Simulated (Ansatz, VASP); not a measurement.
## One calculation of Al, two programs

File INCAR:

```
PREC = Accurate ; ENCUT = 500
EDIFF = 1E-6 ; ISMEAR = 0
SIGMA = 0.1 ; LREAL = False
LASPH = True ; NELM = 120
ALGO = Normal ; ISIF = 2
LWAVE = False ; LCHARG = True
GGA = PE ; LELF = True
LVHAR = True ; NBANDS = 8
GGA_COMPAT = False
```

KPOINTS

```
regular mesh
0
Gamma
  18 18 18
```

The input POSCAR:

```
Al
1.0
    0.0000000000      1.9794774887      1.9794774887
    1.9794774887      0.0000000000      1.9794774887
    1.9794774887      1.9794774887      0.0000000000
Al
1
Direct
    0.0000000000      0.0000000000      0.0000000000
```

Input for Ansatz:

```yaml
crystal:
  lattice:
    - [0.0, 1.9794774887, 1.9794774887]
    - [1.9794774887, 0.0, 1.9794774887]
    - [1.9794774887, 1.9794774887, 0.0]
  atoms:
    - { symbol: Al, position: [0.0, 0.0, 0.0] }
basis:
  ecutwfc: 420
kpoints:
  mp_grid: { grid: [18, 18, 18] }
hamiltonian:
  xc: pbe
  pseudopotentials: { kind: paw }
scf:
  occupations: { method: gaussian, width: 0.1 }
output:
  forces: true
  stress: true
  eigenvalues: true
```

Alike in both runs: task single point; functional PBE; k mesh 18 × 18 × 18; occupations gaussian, width 0.1 eV; no spin polarisation.

|  | VASP | Ansatz |
| --- | --- | --- |
| version | VASP 6.6.1 | Ansatz 0.2.0 |
| potentials or method | VASP PAW PBE potentials, release 64 (Al), cutoff 500 eV | scalar-relativistic, plane waves, PAW |
| valence electrons in the cell | 3 | 3 |

```csv
,VASP,Ansatz,Ansatz less VASP
gap on the k mesh at the Fermi level (eV),none,none,-
pressure (GPa),5.4,5.4,+0.04
```

A gap of «none» marks a metal or a gap that the smearing closes. The functional is the same, so the differences come from potentials, cutoffs and numerics.
